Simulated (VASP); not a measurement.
# H23NO10 in VASP: further runs

H23NO10 is run at these levels: r2SCAN+D3(BJ); tasks: single point.

All numbers are computed with VASP 6.6.1; they aren't measurements. Logs are shortened: lines on timing, memory, paths and dates and some standing lists are left out, and cuts for length are marked.

### 1 The cell of the first run

The cell holds an amorphous packing of atoms, 34 atoms: a = 6.473 Å, b = 6.473 Å, c = 6.473 Å, α = 90.00°, β = 90.00°, γ = 90.00°.

### 2 Single point, r2SCAN+D3(BJ)

Input file POSCAR:

```
H23NO10
1.0
    6.4728650000      0.0000000000      0.0000000000
    0.0000000000      6.4728650000      0.0000000000
    0.0000000000      0.0000000000      6.4728650000
O H N
10 23 1
Direct
    0.2861484057      0.5546848266      0.3029570368
    0.0480621796      0.1218471264      0.1110945462
    0.7279002420      0.2953406258      0.1652282258
    0.8705727680      0.8028902194      0.9130887173
    0.3783641401      0.1996951891      0.3490571795
    0.8014997995      0.5557508151      0.4800192805
    0.3137096170      0.8390256865      0.5903413712
    0.1324606646      0.3844974366      0.7620427739
    0.4980947386      0.9250463280      1.0121175090
    0.9297274082      0.0063650331      0.4470199827
    0.3231490229      0.6435481043      0.2000659677
    0.2990947594      0.4217606887      0.2438641931
    0.1558660655      0.1786689511      0.0361200180
    0.1248442537     -0.0070911412      0.1367246189
    0.6820472851      0.2548485099      0.0331228907
    0.8636824652      0.2001277641      0.1620148111
    0.8443710783      0.8025966863      0.7579642090
    0.9196082415      0.9423956780      0.9347638179
    0.4199376937      0.1166716748      0.2371747287
    0.5087237259      0.2601630036      0.3419351400
    0.8212592106      0.6391760063      0.3700370701
    0.7907935667      0.4193815258      0.4285737459
    0.3468325077      0.9634837124      0.5244818176
    0.2715180990      0.7431330640      0.4706571201
    0.0785278235      0.4951439587      0.6508864313
    0.1898386572      0.3087968002      0.6541461934
    0.4885471889      0.9453001105      0.8710362413
    0.6443978053      0.8917225989      0.9936249250
    0.9142010532      0.1425489331      0.4280484762
    1.0686303515     -0.0254601324      0.4958546177
    0.6994738806      0.4698692156      0.7944704547
    0.6937577101      0.2247381955      0.7715903236
    0.4617893313      0.3647998220      0.7840268567
    0.6050489235      0.3494743054      0.8254304701
```

Input file INCAR.step1:

```
SYSTEM = H23NO10
PREC = Accurate
ENCUT = 520
ISMEAR = -1
SIGMA = 0.02
LREAL = Auto
LASPH = .TRUE.
NELM = 80
NBANDS = 67
GGA = PE
ALGO = Normal
EDIFF = 1E-4
LWAVE = .TRUE.
LCHARG = .FALSE.
```

Input file INCAR.step2:

```
SYSTEM = H23NO10
PREC = Accurate
ENCUT = 520
EDIFF = 1E-6
ISMEAR = -1
SIGMA = 0.02
LREAL = Auto
LASPH = .TRUE.
NELM = 80
ALGO = Normal
ISIF = 2
LWAVE = .FALSE.
LCHARG = .FALSE.
METAGGA = R2SCAN
LMIXTAU = .TRUE.
IVDW = 12
VDW_S6 = 1.0
VDW_S8 = 0.78981345
VDW_A1 = 0.49484001
VDW_A2 = 5.73083694
NBANDS = 67
ISTART = 1
```

Input file KPOINTS:

```
regular mesh
0
G
  1 1 1
  0 0 0
```

Potentials or basis: VASP PAW PBE potentials, release 64 (O, H, N).

On the command line:

```bash
$ cat potpaw_PBE.64/O/POTCAR potpaw_PBE.64/H/POTCAR potpaw_PBE.64/N/POTCAR > POTCAR
$ cp INCAR.step1 INCAR
$ mpirun -np 1 vasp_gam > vasp.out
$ cp INCAR.step2 INCAR
$ mpirun -np 1 vasp_gam > vasp.out
```

OUTCAR:

```text
SYSTEM = H23NO10
   PREC = Accurate
   ENCUT = 520
   EDIFF = 1E-6
   ISMEAR = -1
   LREAL = Auto
   LASPH = .TRUE.
   NELM = 80
   ISIF = 2
   METAGGA = R2SCAN
   IVDW = 12
   ISTART = 1
 IVDW          = 12

 ion  position               nearest neighbor table
   1  0.286  0.555  0.303-  11 0.91  12 0.95
   2  0.048  0.122  0.111-  13 0.93  14 0.99  16 1.34
   3  0.728  0.295  0.165-  15 0.94  16 1.07
   4  0.871  0.803  0.913-  18 0.97  17 1.02
   5  0.378  0.200  0.349-  20 0.93  19 0.94
   6  0.801  0.556  0.480-  21 0.90  22 0.95
   7  0.314  0.839  0.590-  23 0.94  24 1.03
   8  0.132  0.384  0.762-  26 0.93  25 1.07
   9  0.498  0.925  0.012-  27 0.92  28 0.98
  10  0.930  0.006  0.447-  29 0.90  30 0.98
  11  0.323  0.644  0.200-   1 0.91
  12  0.299  0.422  0.244-   1 0.95
  13  0.156  0.179  0.036-   2 0.93
  14  0.125  0.993  0.137-   2 0.99
  15  0.682  0.255  0.033-   3 0.94
  16  0.864  0.200  0.162-   3 1.07   2 1.34
  17  0.844  0.803  0.758-   4 1.02
  18  0.920  0.942  0.935-   4 0.97
  19  0.420  0.117  0.237-   5 0.94
  20  0.509  0.260  0.342-   5 0.93
  21  0.821  0.639  0.370-   6 0.90
  22  0.791  0.419  0.429-   6 0.95
[... 9 lines left out ...]
  32  0.694  0.225  0.772-  34 1.05
  33  0.462  0.365  0.784-  34 0.97
  34  0.605  0.349  0.825-  33 0.97  31 1.01  32 1.05

  LATTYP: Found a simple cubic cell.
 ALAT       =     6.4728650000

  Lattice vectors:

 A1 = (   6.4728650000,   0.0000000000,   0.0000000000)
 A2 = (   0.0000000000,   6.4728650000,   0.0000000000)
 A3 = (   0.0000000000,   0.0000000000,   6.4728650000)

Analysis of symmetry for initial positions (statically):
=====================================================================
 Subroutine PRICEL returns:
 Original cell was already a primitive cell.

 Routine SETGRP: Setting up the symmetry group for a
 simple cubic supercell.

 Subroutine GETGRP returns: Found  1 space group operations
 (whereof  1 operations were pure point group operations)
 out of a pool of 48 trial point group operations.

The static configuration has the point symmetry C_1 .

Analysis of symmetry for dynamics (positions and initial velocities):
=====================================================================
 Subroutine PRICEL returns:
 Original cell was already a primitive cell.

 Routine SETGRP: Setting up the symmetry group for a
 simple cubic supercell.

 Subroutine GETGRP returns: Found  1 space group operations
 (whereof  1 operations were pure point group operations)
 out of a pool of 48 trial point group operations.

The dynamic configuration has the point symmetry C_1 .

 Subroutine INISYM returns: Found  1 space group operations
 (whereof  1 operations are pure point group operations),
 and found     1 'primitive' translations

----------------------------------------------------------------------------------------

                                     Primitive cell

  volume of cell :     271.2000

  direct lattice vectors                    reciprocal lattice vectors
     6.472865000  0.000000000  0.000000000     0.154491095  0.000000000  0.000000000
     0.000000000  6.472865000  0.000000000     0.000000000  0.154491095  0.000000000
     0.000000000  0.000000000  6.472865000     0.000000000  0.000000000  0.154491095

  length of vectors
     6.472865000  6.472865000  6.472865000     0.154491095  0.154491095  0.154491095

  position of ions in fractional coordinates (direct lattice)
     0.286148406  0.554684827  0.302957037
     0.048062180  0.121847126  0.111094546
     0.727900242  0.295340626  0.165228226
     0.870572768  0.802890219  0.913088717
     0.378364140  0.199695189  0.349057180
     0.801499800  0.555750815  0.480019281
[... 26 lines left out ...]
     0.461789331  0.364799822  0.784026857
     0.605048923  0.349474305  0.825430470

  ion indices of the primitive-cell ions
   primitive index   ion index
                 1           1
                 2           2
                 3           3
                 4           4
                 5           5
                 6           6
[... 26 lines left out ...]
                33          33
                34          34

----------------------------------------------------------------------------------------

 KPOINTS: regular mesh

Automatic generation of k-mesh.
 Grid dimensions read from file:
 generate k-points for:    1    1    1

 Generating k-lattice:

  Cartesian coordinates                     Fractional coordinates (reciprocal lattice)
     0.154491095  0.000000000  0.000000000     1.000000000  0.000000000  0.000000000
     0.000000000  0.154491095  0.000000000     0.000000000  1.000000000  0.000000000
     0.000000000  0.000000000  0.154491095     0.000000000  0.000000000  1.000000000

  Length of vectors
     0.154491095  0.154491095  0.154491095

  Shift w.r.t. Gamma in fractional coordinates (k-lattice)
     0.000000000  0.000000000  0.000000000

 Subroutine IBZKPT returns following result:
 ===========================================

 Found      1 irreducible k-points:

 Following reciprocal coordinates:
            Coordinates               Weight
  0.000000  0.000000  0.000000      1.000000
   k-points           NKPTS =      1   k-points in BZ     NKDIM =      1   number of bands    NBANDS=     67
   number of dos      NEDOS =    301   number of ions     NIONS =     34
   total plane-waves  NPLWV = 110592
   dimension x,y,z NGX =    48 NGY =   48 NGZ =   48
   dimension x,y,z NGXF=    96 NGYF=   96 NGZF=   96
   ions per type =              10  23   1
   NGX,Y,Z   is equivalent  to a cutoff of  12.33, 12.33, 12.33 a.u.
   NGXF,Y,Z  is equivalent  to a cutoff of  24.66, 24.66, 24.66 a.u.
 SYSTEM =  H23NO10
   PREC   = accura    normal or accurate (medium, high low for compatibility)
   ISTART =      1    job   : 0-new  1-cont  2-samecut
   ICHARG =      0    charge: 1-file 2-atom 10-const
   ISPIN  =      1    spin polarized calculation?
   LNONCOLLINEAR =      F non collinear calculations
   LSORBIT =      F    spin-orbit coupling
   LASPH  =      T    aspherical Exc in radial PAW
   ENCUT  =  520.0 eV  38.22 Ry    6.18 a.u.  12.04 12.04 12.04*2*pi/ulx,y,z
   NELM   =     80;   NELMIN=  2; NELMDL=  0     # of ELM steps
   EDIFF  = 0.1E-05   stopping-criterion for ELM
   LREAL  =      T    real-space projection
   EDIFFG = 0.1E-04   stopping-criterion for IOM
   NSW    =      0    number of steps for IOM
   IBRION =     -1    ionic relax: 0-MD 1-quasi-New 2-CG
   NFREE  =      0    steps in history (QN), initial steepest desc. (CG)
   ISIF   =      2    stress and relaxation
   ISYM   =      2    0-nonsym 1-usesym 2-fastsym
   POTIM  = 0.5000    time-step for ionic-motion
   TEBEG  =    0.0;   TEEND  =   0.0 temperature during run
   PSTRESS=    0.0 pullay stress
   NELECT =      88.0000    total number of electrons
   NUPDOWN=      -1.0000    fix difference up-down
   EMIN   =  10.00;   EMAX   =-10.00  energy-range for DOS
   EFERMI =   0.00;   METHOD = LEGACY
   ISMEAR =    -1;   SIGMA  =   0.02  broadening in eV -4-tet -1-fermi 0-gaus
   EFERMI_NEDOS =   21; number of points for ismear=-14 and -15
   IALGO  =     38    algorithm
   IMIX   =      4    mixing-type and parameters
     AMIX     =   0.40;   BMIX     =  1.00
     AMIX_MAG =   1.60;   BMIX_MAG =  1.00
  volume/ion in A,a.u.               =       7.98        53.83
  Fermi-wavevector in a.u.,A,eV,Ry     =   1.124965  2.125876 17.218815  1.265547
  Thomas-Fermi vector in A             =   2.261640
   LORBIT       =      0    0 simple, 1 ext, 2 COOP (PROOUT), +10 PAW based schemes
   METAGGA = R2SCAN    functional components
   LHFCALC =     F    Hartree Fock is set to
   AEXX    =    0.0000 exact exchange contribution
   IVDW    =    12    specifies the selected vdW correction
   LEPSILON=     F    determine dielectric tensor
   LRPA    =     F    only Hartree local field effects (RPA)
 non-spin polarized calculation
  energy-cutoff  :      520.00
  volume of cell :      271.20
 maximum number of plane-waves:      3577
   NGX = 25   NGY = 25   NGZ = 25

 number of electron      87.9999994 magnetization

 Free energy of the ion-electron system (eV)
  ---------------------------------------------------
  ext. energy  EPLUGINS =         0.00000000
  ---------------------------------------------------
  free energy    TOTEN  =      -173.43302829 eV

  energy without entropy =     -173.43302829  energy(sigma->0) =     -173.43302829

 E-fermi :  -1.3186     XC(G=0):  -8.1098

 val. band max:       -1.8635561414   @ k =   0.0000   0.0000   0.0000
 cond. band min:       1.9166922494   @ k =   0.0000   0.0000   0.0000
 fundamental gap:      3.7802483908
 Fermi energy:        -1.3185853524

 k-point     1 :       0.0000    0.0000    0.0000
  band No.  band energies     occupation
      1     -25.0155      2.00000
      2     -24.2053      2.00000
      3     -23.5099      2.00000
      4     -23.3478      2.00000
      5     -23.2114      2.00000
      6     -23.0872      2.00000
[... 48 lines left out ...]
     55       7.6166      0.00000
     56       7.8807      0.00000
 [bands above 56 left out]

------------------------ aborting loop because EDIFF is reached ----------------------------------------

 Edisp (eV)   -0.71460

 E8    (eV) :    -0.1030

  FORCE on cell =-STRESS in cart. coord.  units (eV):
  Direction    XX          YY          ZZ          XY          YZ          ZX
  --------------------------------------------------------------------------------------
  -------------------------------------------------------------------------------------
  Total      10.08752    15.67376    14.66413     4.23187    -2.99583     0.94220
  in kB      59.59441    92.59638    86.63178    25.00074   -17.69858     5.56629
  external pressure =       79.61 kB  Pullay stress =        0.00 kB

 VOLUME and BASIS-vectors are now :
 -----------------------------------------------------------------------------
  energy-cutoff  :      520.00
  volume of cell :      271.20
      direct lattice vectors                 reciprocal lattice vectors
     6.472865000  0.000000000  0.000000000     0.154491095  0.000000000  0.000000000
     0.000000000  6.472865000  0.000000000     0.000000000  0.154491095  0.000000000
     0.000000000  0.000000000  6.472865000     0.000000000  0.000000000  0.154491095

 POSITION                                       TOTAL-FORCE (eV/Angst)
 -----------------------------------------------------------------------------------
      1.85220      3.59040      1.96100        -1.370037      0.398760      1.875992
      0.31110      0.78870      0.71910         1.878896     -3.088546     -0.288698
      4.71160      1.91170      1.06950         3.254140     -1.588284      3.781424
      5.63510      5.19700      5.91030        -0.616718      0.071960     -2.422503
      2.44910      1.29260      2.25940        -1.726484     -1.196736      1.140455
      5.18800      3.59730      3.10710         0.065565     -1.093595      4.229362
[... 26 lines left out ...]
      2.98910      2.36130      5.07490        -1.477255      0.108513     -1.117285
      3.91640      2.26210      5.34290         3.002788     -1.381215     -0.796630
 -----------------------------------------------------------------------------------
    total drift:                                0.004706     -0.012835     -0.005949

  FREE ENERGIE OF THE ION-ELECTRON SYSTEM (eV)
  ---------------------------------------------------
  free  energy   TOTEN  =      -174.1476328266 eV

  energy  without entropy=     -174.1476328266  energy(sigma->0) =     -174.14763283
```

Run time: 81 s. Hardware: 1 thread of AMD EPYC 9R45 (Zen 5), shared host; peak memory 0.3 GiB.

Results:

```
Free energy                : -174.1476 eV
Pressure                   : 8.0 GPa
Largest force              : 5.245 eV/Å
Band gap on the k mesh     : 3.78 eV
Dispersion energy per atom : -0.021 eV
```

Forces in eV/Å, atoms in the order of the input:
```
O   -1.370  0.399  1.876
O    1.879 -3.089 -0.289
O    3.254 -1.588  3.781
O   -0.617  0.072 -2.423
O   -1.726 -1.197  1.140
O    0.066 -1.094  4.229
O   -1.492 -2.067 -0.449
O   -1.805  3.272 -1.772
O   -0.017  0.006  1.946
O    0.008 -4.992  1.608
H    1.037  2.260 -2.641
H   -0.080 -1.288  0.138
H    1.196  2.472 -1.952
H   -1.159  0.032  0.733
H   -1.674  0.737 -1.506
H   -2.381  2.086  0.533
H    0.438 -0.338  1.700
H    0.472  0.146  0.098
H   -0.193 -2.150 -1.800
H    2.727  1.997  0.734
H    0.522  2.255 -3.275
H   -0.390 -0.499 -0.851
H    0.904  1.784 -0.930
H    0.990  0.479  1.800
H    0.354 -1.422  2.822
H    1.329 -2.021 -1.344
H   -1.829  0.359 -2.785
H    0.695 -0.865  1.351
H   -0.169  4.102 -0.524
H   -0.270  0.203  0.247
H   -0.643  0.334  0.057
H   -1.582  0.887 -0.342
H   -1.477  0.109 -1.117
N    3.003 -1.381 -0.797
```

Caveat: the k points lie up to 0.97 Å⁻¹ apart; the PAW data sets were made with another functional, which shifts forces and pressure a little.

(Continued in part 2 of 2.)
